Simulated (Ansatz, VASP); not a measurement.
## TiC in VASP and in Ansatz

File INCAR:

```
  ALGO = Normal
  EDIFF = 1E-6
  ENCUT = 520
  GGA = PE
  ISIF = 2
  ISMEAR = 0
  LASPH = True
  LCHARG = False
  LREAL = False
  LWAVE = False
  NBANDS = 15
  NELM = 60
  PREC = Accurate
  SIGMA = 0.15
```

File KPOINTS:

```
k-points
0
Gamma
  18 18 18
```

File POSCAR:

```
TiC
1.0
    0.0000000000      2.1640000000      2.3263000000
    2.1640000000      0.0000000000      2.3263000000
    2.1640000000      2.1640000000      0.0000000000
Ti C
1 1
Direct
    0.0000000000      0.0000000000      0.0000000000
    0.5000000000      0.5000000000      0.5000000000
```

Input for Ansatz:

```yaml
crystal:
  lattice:
    - [0.0, 2.164, 2.3263]
    - [2.164, 0.0, 2.3263]
    - [2.164, 2.164, 0.0]
  atoms:
    - { symbol: Ti, position: [0.0, 0.0, 0.0] }
    - { symbol: C, position: [0.5, 0.5, 0.5] }
basis:
  ecutwfc: 420
kpoints:
  mp_grid: { grid: [18, 18, 18] }
hamiltonian:
  xc: pbe
scf:
  occupations: { method: gaussian, width: 0.15 }
output:
  forces: true
  stress: true
  eigenvalues: true
```

Change from the starting cell: strain +0.0750 x Voigt [0, 0, 1, 0, 0, 0], atoms carried along.

Alike in both runs: task single point; functional PBE; k mesh 18 × 18 × 18; occupations gaussian, width 0.15 eV; no spin polarisation.

|  | VASP | Ansatz |
| --- | --- | --- |
| version | VASP 6.6.1 | Ansatz 0.2.0 |
| potentials or method | VASP PAW PBE potentials, release 64 (Ti_sv, C), cutoff 520 eV | scalar-relativistic, plane waves, PAW |
| valence electrons in the cell | 16 | 16 |

```csv
,VASP,Ansatz,Ansatz less VASP
gap on the k mesh at the Fermi level (eV),none,none,-
pressure (GPa),-12.8,-12.9,-0.16
"traceless stress, the component that is largest in VASP (GPa)",-11.88,-11.70,+0.176
```

A gap of «none» marks a metal or a gap that the smearing closes. With one functional, cell and mesh, what is left measures potentials, basis and numerics.
